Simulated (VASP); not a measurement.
# P (R-3m) in VASP: a series of runs, part 2 of 2

VASP 6.6.1.

## 4. Single point, PBE+D3(BJ)

File INCAR:

```
  PREC = Accurate
  ENCUT = 520
  EDIFF = 1E-6
  ISMEAR = 0
  SIGMA = 0.1
  LREAL = F
  LASPH = T
  NELM = 100
  ALGO = Normal
  ISIF = 2
  LWAVE = F
  LCHARG = F
  GGA = PE
  IVDW = 12
  NBANDS = 12
```

File KPOINTS:

```
Automatic mesh
0
Gamma
  9 9 9
```

File POSCAR:

```
P
1.0
    1.6781203415      0.9688632309      2.7389241316
   -1.6781203415      0.9688632309      2.7389241316
    0.0000000000     -1.9377264618      2.7389241317
P
2
Direct
    0.2424253753      0.2424253753      0.2424253753
    0.7575746247      0.7575746247      0.7575746247
```

Potentials or basis: VASP PAW PBE potentials, release 64 (P).

The run is started by

```bash
$ cat potpaw_PBE.64/P/POTCAR > POTCAR
$ mpirun -np 1 vasp_std > vasp.out
```

OUTCAR:

```text
PREC = Accurate
   ENCUT = 520
   EDIFF = 1E-6
   ISMEAR = 0
   LREAL = F
   LASPH = T
   NELM = 100
   ISIF = 2
   GGA = PE
   IVDW = 12
 IVDW          = 12

 ion  position               nearest neighbor table
   1  0.242  0.242  0.242-   2 2.30   2 2.30   2 2.30   2 2.45   2 2.45   2 2.45
   2  0.758  0.758  0.758-   1 2.30   1 2.30   1 2.30   1 2.45   1 2.45   1 2.45

  LATTYP: Found a trigonal (rhomboedric) cell.
 ALAT       =     3.3550691855
 COS(alpha) =     0.4996507667

  Lattice vectors:

 A1 = (   1.6781203415,   0.9688632309,   2.7389241316)
 A2 = (  -1.6781203415,   0.9688632309,   2.7389241316)
 A3 = (   0.0000000000,  -1.9377264618,   2.7389241317)

Analysis of symmetry for initial positions (statically):
=====================================================================
 Subroutine PRICEL returns:
 Original cell was already a primitive cell.

 Routine SETGRP: Setting up the symmetry group for a
 trigonal (rhombohedral) supercell.

 Subroutine GETGRP returns: Found 12 space group operations
 (whereof 12 operations were pure point group operations)
 out of a pool of 12 trial point group operations.

The static configuration has the point symmetry D_3d.

Analysis of symmetry for dynamics (positions and initial velocities):
=====================================================================
 Subroutine PRICEL returns:
 Original cell was already a primitive cell.

 Routine SETGRP: Setting up the symmetry group for a
 trigonal (rhombohedral) supercell.

 Subroutine GETGRP returns: Found 12 space group operations
 (whereof 12 operations were pure point group operations)
 out of a pool of 12 trial point group operations.

The dynamic configuration has the point symmetry D_3d.

 Subroutine INISYM returns: Found 12 space group operations
 (whereof 12 operations are pure point group operations),
 and found     1 'primitive' translations

----------------------------------------------------------------------------------------

                                     Primitive cell

  volume of cell :      26.7188

  direct lattice vectors                    reciprocal lattice vectors
     1.678120341  0.968863231  2.738924132     0.297952410  0.172022904  0.121702288
    -1.678120341  0.968863231  2.738924132    -0.297952410  0.172022904  0.121702288
     0.000000000 -1.937726462  2.738924132     0.000000000 -0.344045808  0.121702288

  length of vectors
     3.355069185  3.355069185  3.355069186     0.364936933  0.364936933  0.364936933

  position of ions in fractional coordinates (direct lattice)
     0.242425375  0.242425375  0.242425375
     0.757574625  0.757574625  0.757574625

  ion indices of the primitive-cell ions
   primitive index   ion index
                 1           1
                 2           2

----------------------------------------------------------------------------------------

 KPOINTS: Automatic mesh

Automatic generation of k-mesh.
 Grid dimensions read from file:
 generate k-points for:    9    9    9

 Generating k-lattice:

  Cartesian coordinates                     Fractional coordinates (reciprocal lattice)
     0.033105823  0.019113656  0.013522476     0.111111111  0.000000000  0.000000000
    -0.033105823  0.019113656  0.013522476     0.000000000  0.111111111  0.000000000
[... 42 lines left out ...]
   total plane-waves  NPLWV =  21952
   dimension x,y,z NGX =    28 NGY =   28 NGZ =   28
   dimension x,y,z NGXF=    56 NGYF=   56 NGZF=   56
   ions per type =               2
   NGX,Y,Z   is equivalent  to a cutoff of  13.87, 13.87, 13.87 a.u.
   NGXF,Y,Z  is equivalent  to a cutoff of  27.75, 27.75, 27.75 a.u.
 SYSTEM =  unknown system
   PREC   = accura    normal or accurate (medium, high low for compatibility)
   ISTART =      0    job   : 0-new  1-cont  2-samecut
   ICHARG =      2    charge: 1-file 2-atom 10-const
   ISPIN  =      1    spin polarized calculation?
   LNONCOLLINEAR =      F non collinear calculations
   LSORBIT =      F    spin-orbit coupling
   LASPH  =      T    aspherical Exc in radial PAW
   ENCUT  =  520.0 eV  38.22 Ry    6.18 a.u.   6.24  6.24  6.24*2*pi/ulx,y,z
   NELM   =    100;   NELMIN=  2; NELMDL= -5     # of ELM steps
   EDIFF  = 0.1E-05   stopping-criterion for ELM
   LREAL  =      F    real-space projection
   EDIFFG = 0.1E-04   stopping-criterion for IOM
   NSW    =      0    number of steps for IOM
   IBRION =     -1    ionic relax: 0-MD 1-quasi-New 2-CG
   NFREE  =      0    steps in history (QN), initial steepest desc. (CG)
   ISIF   =      2    stress and relaxation
   ISYM   =      2    0-nonsym 1-usesym 2-fastsym
   POTIM  = 0.5000    time-step for ionic-motion
   TEBEG  =    0.0;   TEEND  =   0.0 temperature during run
   PSTRESS=    0.0 pullay stress
   NELECT =      10.0000    total number of electrons
   NUPDOWN=      -1.0000    fix difference up-down
   EMIN   =  10.00;   EMAX   =-10.00  energy-range for DOS
   EFERMI =   0.00;   METHOD = LEGACY
   ISMEAR =     0;   SIGMA  =   0.10  broadening in eV -4-tet -1-fermi 0-gaus
   EFERMI_NEDOS =   21; number of points for ismear=-14 and -15
   IALGO  =     38    algorithm
   IMIX   =      4    mixing-type and parameters
     AMIX     =   0.40;   BMIX     =  1.00
     AMIX_MAG =   1.60;   BMIX_MAG =  1.00
  volume/ion in A,a.u.               =      13.36        90.15
  Fermi-wavevector in a.u.,A,eV,Ry     =   1.179784  2.229469 18.937822  1.391891
  Thomas-Fermi vector in A             =   2.316089
   LORBIT       =      0    0 simple, 1 ext, 2 COOP (PROOUT), +10 PAW based schemes
   GGA     = PE    functional components
   LHFCALC =     F    Hartree Fock is set to
   AEXX    =    0.0000 exact exchange contribution
   IVDW    =    12    specifies the selected vdW correction
   LEPSILON=     F    determine dielectric tensor
   LRPA    =     F    only Hartree local field effects (RPA)
 non-spin polarized calculation
 Gauss-broadening in eV      SIGMA  =   0.10
  energy-cutoff  :      520.00
  volume of cell :       26.72
 maximum number of plane-waves:       745
 NGX is ok and might be reduce to    28

 number of electron      10.0000000 magnetization

 Free energy of the ion-electron system (eV)
  ---------------------------------------------------
  ext. energy  EPLUGINS =         0.00000000
  ---------------------------------------------------
  free energy    TOTEN  =       -10.45536988 eV

  energy without entropy =      -10.45251323  energy(sigma->0) =      -10.45394156

 E-fermi :  11.0410     XC(G=0): -11.6553

 val. band max:       10.9894678971   @ k =  -0.4444   0.4444   0.4444
 cond. band min:      11.0556646212   @ k =   0.4444   0.2222   0.2222
 fundamental gap:      0.0661967241
 Fermi energy:        11.0410427490

 k-point     1 :       0.0000    0.0000    0.0000
  band No.  band energies     occupation
      1      -6.5166      2.00000
      2       8.5603      2.00000
      3       8.5603      2.00000
      4       8.7163      2.00000
      5      10.3049      2.00000
      6      14.7646      0.00000
      7      15.0929      0.00000
      8      15.0929      0.00000
      9      16.6143      0.00000
     10      16.6143      0.00000
     11      17.0405      0.00000
     12      17.6848      0.00000
[... 331 lines left out ...]
 k-point    24 :       0.4444    0.4444   -0.0000
  band No.  band energies     occupation
      1      -2.1846      2.00000
      2       1.9044      2.00000
      3       3.7451      2.00000
      4       5.2312      2.00000
      5       5.3454      2.00000
      6      11.3471      0.00002
      7      19.4567      0.00000
      8      19.5633      0.00000
      9      20.2605      0.00000
     10      21.9971      0.00000
     11      25.9122      0.00000
     12      25.9253      0.00000

 [... further k-points ...]

------------------------ aborting loop because EDIFF is reached ----------------------------------------

 Edisp (eV)   -1.05812

 E8    (eV) :    -0.3995

  FORCE on cell =-STRESS in cart. coord.  units (eV):
  Direction    XX          YY          ZZ          XY          YZ          ZX
  --------------------------------------------------------------------------------------
  -------------------------------------------------------------------------------------
  Total       1.17868     1.17868     1.18385     0.00000    -0.00000     0.00000
  in kB      70.67910    70.67910    70.98869     0.00000    -0.00000     0.00000
  external pressure =       70.78 kB  Pullay stress =        0.00 kB

 VOLUME and BASIS-vectors are now :
 -----------------------------------------------------------------------------
  energy-cutoff  :      520.00
  volume of cell :       26.72
      direct lattice vectors                 reciprocal lattice vectors
     1.678120341  0.968863231  2.738924132     0.297952410  0.172022904  0.121702288
    -1.678120341  0.968863231  2.738924132    -0.297952410  0.172022904  0.121702288
     0.000000000 -1.937726462  2.738924132     0.000000000 -0.344045808  0.121702288

 POSITION                                       TOTAL-FORCE (eV/Angst)
 -----------------------------------------------------------------------------------
      0.00000      0.00000      1.99195         0.000000     -0.000000     -0.023359
      0.00000      0.00000      6.22482         0.000000      0.000000      0.023359
 -----------------------------------------------------------------------------------
    total drift:                                0.000000      0.000000     -0.000000

  FREE ENERGIE OF THE ION-ELECTRON SYSTEM (eV)
  ---------------------------------------------------
  free  energy   TOTEN  =       -11.5134937426 eV

  energy  without entropy=      -11.5106370977  energy(sigma->0) =      -11.51206542
```

OSZICAR:

```text
N       E                     dE             d eps       ncg     rms          rms(c)
DAV:   1     0.206204426233E+02    0.20620E+02   -0.47021E+03  2040   0.739E+02
DAV:   2    -0.944075639231E+01   -0.30061E+02   -0.28767E+02  2708   0.121E+02
DAV:   3    -0.104617454899E+02   -0.10210E+01   -0.10118E+01  2592   0.202E+01
DAV:   4    -0.104671567436E+02   -0.54113E-02   -0.54089E-02  2428   0.172E+00
DAV:   5    -0.104671891085E+02   -0.32365E-04   -0.32363E-04  2628   0.130E-01    0.776E+00
DAV:   6    -0.104583150725E+02    0.88740E-02   -0.43643E-03  2480   0.423E-01    0.464E+00
DAV:   7    -0.104552304759E+02    0.30846E-02   -0.84564E-03  2448   0.666E-01    0.129E-01
DAV:   8    -0.104553363976E+02   -0.10592E-03   -0.90941E-04  2440   0.213E-01    0.665E-02
DAV:   9    -0.104553617629E+02   -0.25365E-04   -0.48276E-05  2512   0.512E-02    0.426E-02
DAV:  10    -0.104553695966E+02   -0.78337E-05   -0.94862E-06  2444   0.230E-02    0.521E-03
DAV:  11    -0.104553698781E+02   -0.28147E-06   -0.12270E-07  1560   0.266E-03
   1 F= -.11513494E+02 E0= -.11512065E+02  d E =-.285664E-02
```

stdout:

```text
POSCAR found type information on POSCAR P
 POSCAR found :  1 types and       2 ions
 scaLAPACK will be used
 LDA part: xc-table for (Slater+PW92), standard interpolation
 POSCAR, INCAR and KPOINTS ok, starting setup
 FFT: planning ... GRIDC
 FFT: planning ... GRID_SOFT
 FFT: planning ... GRID
 WAVECAR not read
 entering main loop
```

It took 21 s on 1 thread of Intel Xeon 6975P-C, shared host; peak memory 0.17 GiB.

Results:

- Free energy: -11.5135 eV
- Pressure: 7.1 GPa
- Largest force: 0.023 eV/Å
- Band gap on the k mesh: zero (band 5 reaches 12.43 eV, above the bottom of band 6 at 10.02 eV)
- Dispersion energy per atom: -0.529 eV

Forces on the atoms (eV/Å):
```
P    0.000  0.000 -0.023
P    0.000  0.000  0.023
```

Levels at points of the mesh, in eV from the Fermi level:
```tsv
k point	band 1	band 2	band 3	band 4	band 5	band 6	band 7	band 8	band 9	band 10
(0.00, 0.00, 0.00)	-17.56	-2.48	-2.48	-2.32	-0.74	3.72	4.05	4.05	5.57	5.57
```

Caveat: pairwise dispersion overbinds metals, which lowers pressure and volume.

## 5. Overview

| task | cell | k mesh | cutoff (eV) | smearing | gap on the mesh (eV) | pressure (GPa) | largest force (eV/Å) |
| --- | --- | --- | --- | --- | --- | --- | --- |
| single point | a = 3.354 Å, angles 60.0°, 2 atoms | 15 × 15 × 15 | 520 | fermi-dirac 0.1 eV | none | 7.0 | 0.02 |
| relaxation of cell and atoms | relaxed to 7.4 GPa from a = 3.355 Å, angles 60.0°, 2 atoms | 15 × 15 × 15 | 600 | fermi-dirac 0.1 eV | none | 7.4 | - |
| single point | a = 3.355 Å, angles 60.0°, 2 atoms | 9 × 9 × 9 | 520 | gaussian 0.1 eV | none | 7.1 | 0.02 |

Some of these runs hold the atoms at other places in the same cell, which the table doesn't show; runs alike in all that it shows share one row.

Alike in all rows: level PBE+D3(BJ); potentials or basis VASP PAW PBE potentials, release 64 (P); no spin polarisation.

Caveats: pairwise dispersion overbinds metals, which lowers pressure and volume; the cell is relaxed towards a set pressure, so the enthalpy falls and the energy may rise (some runs).

Absolute energies hang on the potentials; compare differences alone.
